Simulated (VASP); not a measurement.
# BiP (P6_3/mmc) in VASP: a series of runs

Aim: see how the results for BiP move with the level of theory and the settings. Levels: r2SCAN, PBE. Tasks: single point, relaxation of shape and atoms at fixed volume.

Everything below comes from runs of VASP 6.6.1. Logs are shortened: lines on timing, memory, paths and dates and some standing lists are left out, and cuts for length are marked.

## (1) The cell of the first run

Symmetry: P6_3/mmc, No. 194, hexagonal system. The conventional cell has a = 4.050 Å, b = 4.050 Å, c = 7.216 Å, α = 90.00°, β = 90.00°, γ = 120.00°. Within 4.1 Å of Bi (site symmetry -3m) lie 6 P at 2.95 Å and 8 Bi at 3.61 to 4.05 Å. P (site symmetry -6m2) has 6 Bi at 2.95 Å and 6 P at 4.05 Å within 4.1 Å.

## (2) Single point, r2SCAN

File POSCAR:

```
BiP
1.0
    4.0498966654      0.0000000000      0.0000000000
   -2.0249483327      3.5073133950      0.0000000000
    0.0000000000      0.0000000000      7.2164800216
Bi P
2 2
Direct
    0.0000000000      0.0000000000      0.0000000000
    0.0000000000      0.0000000000      0.5000000000
    0.3333333333      0.6666666667      0.2500000000
    0.6666666667      0.3333333333      0.7500000000
```

File INCAR.step1:

```
SYSTEM = BiP
PREC     = Accurate       ! precision mode
ENCUT    = 520            ! plane-wave cutoff, eV
ISMEAR   = 0              ! smearing method
SIGMA    = 0.05           ! smearing width, eV
LREAL    = .False.        ! projectors in reciprocal space
LASPH    = .True.         ! aspherical terms in the spheres
NELM     = 100            ! most SCF steps
NBANDS   = 28             ! bands
GGA      = PE             ! functional
ALGO     = Normal         ! electronic algorithm
EDIFF    = 1E-4           ! SCF threshold, eV
LWAVE    = .True.         ! write WAVECAR
LCHARG   = .False.        ! write CHGCAR
```

File INCAR.step2:

```
SYSTEM = BiP
PREC     = Accurate       ! precision mode
ENCUT    = 520            ! plane-wave cutoff, eV
EDIFF    = 1E-6           ! SCF threshold, eV
ISMEAR   = 0              ! smearing method
SIGMA    = 0.05           ! smearing width, eV
LREAL    = .False.        ! projectors in reciprocal space
LASPH    = .True.         ! aspherical terms in the spheres
NELM     = 100            ! most SCF steps
ALGO     = Normal         ! electronic algorithm
ISIF     = 2              ! what is computed and relaxed
LWAVE    = .False.        ! write WAVECAR
LCHARG   = .True.         ! write CHGCAR
METAGGA  = R2SCAN         ! meta-GGA
LMIXTAU  = .True.       
LELF     = .True.         ! ELF
LVHAR    = .True.       
NBANDS   = 28             ! bands
ISTART   = 1
```

File KPOINTS:

```
Automatic mesh
0
Gamma
  10 10 6
  0 0 0
```

Potentials or basis: VASP PAW PBE potentials, release 64 (Bi_d, P).

The run is started by

```sh
> cat potpaw_PBE.64/Bi_d/POTCAR potpaw_PBE.64/P/POTCAR > POTCAR
> cp INCAR.step1 INCAR
> mpirun -np 1 vasp_std > vasp.out
> cp INCAR.step2 INCAR
> mpirun -np 1 vasp_std > vasp.out
```

OUTCAR:

```text
SYSTEM = BiP
   PREC = Accurate
   ENCUT = 520
   EDIFF = 1E-6
   ISMEAR = 0
   LREAL = .False.
   LASPH = .True.
   NELM = 100
   ISIF = 2
   METAGGA = R2SCAN
   ISTART = 1

 ion  position               nearest neighbor table
   1  0.000  0.000  0.000-   3 2.95   4 2.95   4 2.95   3 2.95   4 2.95   3 2.95   2 3.61   2 3.61

   2  0.000  0.000  0.500-   3 2.95   4 2.95   4 2.95   3 2.95   4 2.95   3 2.95   1 3.61   1 3.61

   3  0.333  0.667  0.250-   1 2.95   2 2.95   1 2.95   2 2.95   1 2.95   2 2.95
   4  0.667  0.333  0.750-   1 2.95   2 2.95   1 2.95   2 2.95   1 2.95   2 2.95

  LATTYP: Found a hexagonal cell.
 ALAT       =     4.0498966654
 C/A-ratio  =     1.7818923834

  Lattice vectors:

 A1 = (   4.0498966654,   0.0000000000,   0.0000000000)
 A2 = (  -2.0249483327,   3.5073133950,   0.0000000000)
 A3 = (   0.0000000000,   0.0000000000,   7.2164800216)

Analysis of symmetry for initial positions (statically):
=====================================================================
 Subroutine PRICEL returns:
 Original cell was already a primitive cell.

 Routine SETGRP: Setting up the symmetry group for a
 hexagonal supercell.

 Subroutine GETGRP returns: Found 24 space group operations
 (whereof 12 operations were pure point group operations)
 out of a pool of 24 trial point group operations.

The static configuration has the point symmetry D_3d.
 The point group associated with its full space group is D_6h.

Analysis of symmetry for dynamics (positions and initial velocities):
=====================================================================
 Subroutine PRICEL returns:
 Original cell was already a primitive cell.

 Routine SETGRP: Setting up the symmetry group for a
 hexagonal supercell.

 Subroutine GETGRP returns: Found 24 space group operations
 (whereof 12 operations were pure point group operations)
 out of a pool of 24 trial point group operations.

The dynamic configuration has the point symmetry D_3d.
 The point group associated with its full space group is D_6h.

 Subroutine INISYM returns: Found 24 space group operations
 (whereof 12 operations are pure point group operations),
 and found     1 'primitive' translations

----------------------------------------------------------------------------------------

                                     Primitive cell

  volume of cell :     102.5047

  direct lattice vectors                    reciprocal lattice vectors
     4.049896665  0.000000000  0.000000000     0.246919880  0.142559259  0.000000000
    -2.024948333  3.507313395  0.000000000     0.000000000  0.285118519  0.000000000
     0.000000000  0.000000000  7.216480022     0.000000000  0.000000000  0.138571713

  length of vectors
     4.049896665  4.049896665  7.216480022     0.285118519  0.285118519  0.138571713

  position of ions in fractional coordinates (direct lattice)
     0.000000000  0.000000000  0.000000000
     0.000000000  0.000000000  0.500000000
     0.333333333  0.666666667  0.250000000
     0.666666667  0.333333333  0.750000000

  ion indices of the primitive-cell ions
   primitive index   ion index
                 1           1
                 2           2
                 3           3
                 4           4

----------------------------------------------------------------------------------------

 KPOINTS: Automatic mesh

Automatic generation of k-mesh.
 Grid dimensions read from file:
 generate k-points for:   10   10    6

 Generating k-lattice:

  Cartesian coordinates                     Fractional coordinates (reciprocal lattice)
     0.024691988  0.014255926  0.000000000     0.100000000  0.000000000  0.000000000
     0.000000000  0.028511852  0.000000000     0.000000000  0.100000000  0.000000000
     0.000000000  0.000000000  0.023095286     0.000000000  0.000000000  0.166666667

  Length of vectors
     0.028511852  0.028511852  0.023095286

  Shift w.r.t. Gamma in fractional coordinates (k-lattice)
     0.000000000  0.000000000  0.000000000

 Subroutine IBZKPT returns following result:
 ===========================================

 Found     56 irreducible k-points:

 Following reciprocal coordinates:
            Coordinates               Weight
  0.000000  0.000000  0.000000      1.000000
  0.100000 -0.000000  0.000000      6.000000
  0.200000 -0.000000  0.000000      6.000000
  0.300000  0.000000  0.000000      6.000000
  0.400000 -0.000000  0.000000      6.000000
  0.500000 -0.000000  0.000000      3.000000
[... 16 lines left out ...]
  0.300000  0.100000  0.166667     24.000000
  0.400000  0.100000  0.166667     24.000000
 [... further k-points ...]
   k-points           NKPTS =     56   k-points in BZ     NKDIM =     56   number of bands    NBANDS=     28
   number of dos      NEDOS =    301   number of ions     NIONS =      4
   total plane-waves  NPLWV =  48600
   dimension x,y,z NGX =    30 NGY =   30 NGZ =   54
   dimension x,y,z NGXF=    60 NGYF=   60 NGZF=  108
   ions per type =               2   2
   NGX,Y,Z   is equivalent  to a cutoff of  12.31, 12.31, 12.44 a.u.
   NGXF,Y,Z  is equivalent  to a cutoff of  24.63, 24.63, 24.88 a.u.
 SYSTEM =  BiP
   PREC   = accura    normal or accurate (medium, high low for compatibility)
   ISTART =      1    job   : 0-new  1-cont  2-samecut
   ICHARG =      0    charge: 1-file 2-atom 10-const
   ISPIN  =      1    spin polarized calculation?
   LNONCOLLINEAR =      F non collinear calculations
   LSORBIT =      F    spin-orbit coupling
   LASPH  =      T    aspherical Exc in radial PAW
   ENCUT  =  520.0 eV  38.22 Ry    6.18 a.u.   7.53  7.53 13.42*2*pi/ulx,y,z
   NELM   =    100;   NELMIN=  2; NELMDL=  0     # of ELM steps
   EDIFF  = 0.1E-05   stopping-criterion for ELM
   LREAL  =      F    real-space projection
   EDIFFG = 0.1E-04   stopping-criterion for IOM
   NSW    =      0    number of steps for IOM
   IBRION =     -1    ionic relax: 0-MD 1-quasi-New 2-CG
   NFREE  =      0    steps in history (QN), initial steepest desc. (CG)
   ISIF   =      2    stress and relaxation
   ISYM   =      2    0-nonsym 1-usesym 2-fastsym
   POTIM  = 0.5000    time-step for ionic-motion
   TEBEG  =    0.0;   TEEND  =   0.0 temperature during run
   PSTRESS=    0.0 pullay stress
   NELECT =      40.0000    total number of electrons
   NUPDOWN=      -1.0000    fix difference up-down
   EMIN   =  10.00;   EMAX   =-10.00  energy-range for DOS
   EFERMI =   0.00;   METHOD = LEGACY
   ISMEAR =     0;   SIGMA  =   0.05  broadening in eV -4-tet -1-fermi 0-gaus
   EFERMI_NEDOS =   21; number of points for ismear=-14 and -15
   IALGO  =     38    algorithm
   IMIX   =      4    mixing-type and parameters
     AMIX     =   0.40;   BMIX     =  1.00
     AMIX_MAG =   1.60;   BMIX_MAG =  1.00
  volume/ion in A,a.u.               =      25.63       172.93
  Fermi-wavevector in a.u.,A,eV,Ry     =   1.196319  2.260714 19.472361  1.431178
  Thomas-Fermi vector in A             =   2.332262
   LORBIT       =      0    0 simple, 1 ext, 2 COOP (PROOUT), +10 PAW based schemes
   METAGGA = R2SCAN    functional components
   LHFCALC =     F    Hartree Fock is set to
   AEXX    =    0.0000 exact exchange contribution
   IVDW    =     0    specifies the selected vdW correction
   LEPSILON=     F    determine dielectric tensor
   LRPA    =     F    only Hartree local field effects (RPA)
 non-spin polarized calculation
 Gauss-broadening in eV      SIGMA  =   0.05
  energy-cutoff  :      520.00
  volume of cell :      102.50
 maximum number of plane-waves:      2787
   NGX = 15   NGY = 15   NGZ = 27

 number of electron      39.9999998 magnetization

 Free energy of the ion-electron system (eV)
  ---------------------------------------------------
  ext. energy  EPLUGINS =         0.00000000
  ---------------------------------------------------
  free energy    TOTEN  =      -133.97544958 eV

  energy without entropy =     -133.97509718  energy(sigma->0) =     -133.97527338

 E-fermi :   6.9195     XC(G=0): -10.6296

 val. band max:        6.9059668198   @ k =   0.5000  -0.0000   0.0000
 cond. band min:       7.0343502564   @ k =   0.4000  -0.0000   0.0000
 fundamental gap:      0.1283834366
 Fermi energy:         6.9194963935

 k-point     1 :       0.0000    0.0000    0.0000
  band No.  band energies     occupation
      1     -17.1052      2.00000
      2     -17.0518      2.00000
      3     -17.0518      2.00000
      4     -17.0411      2.00000
      5     -17.0411      2.00000
      6     -17.0381      2.00000
[... 20 lines left out ...]
     27      12.0633      0.00000
     28      13.6727      0.00000

 k-point     2 :       0.1000   -0.0000    0.0000
  band No.  band energies     occupation
      1     -17.1036      2.00000
      2     -17.0541      2.00000
      3     -17.0502      2.00000
      4     -17.0416      2.00000
      5     -17.0392      2.00000
      6     -17.0379      2.00000
[... 20 lines left out ...]
     27      12.0470      0.00000
     28      12.6233      0.00000

 k-point     3 :       0.2000   -0.0000    0.0000
  band No.  band energies     occupation
      1     -17.0998      2.00000
      2     -17.0607      2.00000
      3     -17.0485      2.00000
      4     -17.0432      2.00000
      5     -17.0410      2.00000
      6     -17.0310      2.00000
[... 20 lines left out ...]
     27      12.0290      0.00000
     28      13.0621      0.00000

 k-point     4 :       0.3000    0.0000    0.0000
  band No.  band energies     occupation
      1     -17.0961      2.00000
      2     -17.0691      2.00000
      3     -17.0491      2.00000
      4     -17.0459      2.00000
      5     -17.0419      2.00000
      6     -17.0210      2.00000
[... 578 lines left out ...]
     27      12.3313      0.00000
     28      13.8710      0.00000

 k-point    23 :       0.3000    0.1000    0.1667
  band No.  band energies     occupation
      1     -17.0866      2.00000
      2     -17.0691      2.00000
      3     -17.0486      2.00000
      4     -17.0455      2.00000
      5     -17.0401      2.00000
      6     -17.0191      2.00000
[... 20 lines left out ...]
     27      12.3953      0.00000
     28      14.5090      0.00000

 k-point    24 :       0.4000    0.1000    0.1667
  band No.  band energies     occupation
      1     -17.0860      2.00000
      2     -17.0723      2.00000
      3     -17.0498      2.00000
      4     -17.0471      2.00000
      5     -17.0392      2.00000
      6     -17.0214      2.00000
[... 20 lines left out ...]
     27      12.6526      0.00000
     28      14.6531      0.00000

 [... further k-points ...]
[... 5 lines left out ...]
  --------------------------------------------------------------------------------------
  -------------------------------------------------------------------------------------
  Total       -0.6142386     -0.6142386     -0.6990744      0.0000000     -0.0000000      0.0000000
  in kB       -9.6007196     -9.6007196    -10.9267256      0.0000000     -0.0000000      0.0000000
  external PRESSURE =     -10.0427216 kB  Pullay stress =       0.0000000 kB

 VOLUME and BASIS-vectors are now :
 -----------------------------------------------------------------------------
  energy-cutoff  :      520.00
  volume of cell :      102.50
      direct lattice vectors                 reciprocal lattice vectors
     4.049896665  0.000000000  0.000000000     0.246919880  0.142559259  0.000000000
    -2.024948333  3.507313395  0.000000000     0.000000000  0.285118519  0.000000000
     0.000000000  0.000000000  7.216480022     0.000000000  0.000000000  0.138571713

 POSITION                                       TOTAL-FORCE (eV/Angst)
 -----------------------------------------------------------------------------------
      0.00000      0.00000      0.00000        -0.000000      0.000000      0.000000
      0.00000      0.00000      3.60824        -0.000000      0.000000      0.000000
     -0.00000      2.33821      1.80412         0.000000      0.000000     -0.000000
      2.02495      1.16910      5.41236        -0.000000     -0.000000      0.000000
 -----------------------------------------------------------------------------------
    total drift:                                0.000000      0.000000      0.000000

  FREE ENERGIE OF THE ION-ELECTRON SYSTEM (eV)
  ---------------------------------------------------
  free  energy   TOTEN  =      -133.9754495769 eV

  energy  without entropy=     -133.9750971848  energy(sigma->0) =     -133.97527338
```

Wall time 5.3 min (1 thread of Intel Xeon 6975P-C (Granite Rapids), shared host); peak memory 0.3 GiB.

What came out:

```
Free energy            : -133.9754 eV
Pressure               : -1.0 GPa
Band gap on the k mesh : zero (bands 20 and 21 overlap by 0.92 eV)
```

Stress tensor (GPa, compression positive):
```
-0.96  0.00  0.00
 0.00 -0.96  0.00
 0.00  0.00 -1.09
```

Caveat: the PAW data sets were made with another functional, which shifts forces and pressure a little; spin-orbit coupling is left out, which moves the levels of the heavy elements.

(Continued in part 2 of 2.)

The gap in the log of VASP goes by the Fermi energy; the results here count the filled bands.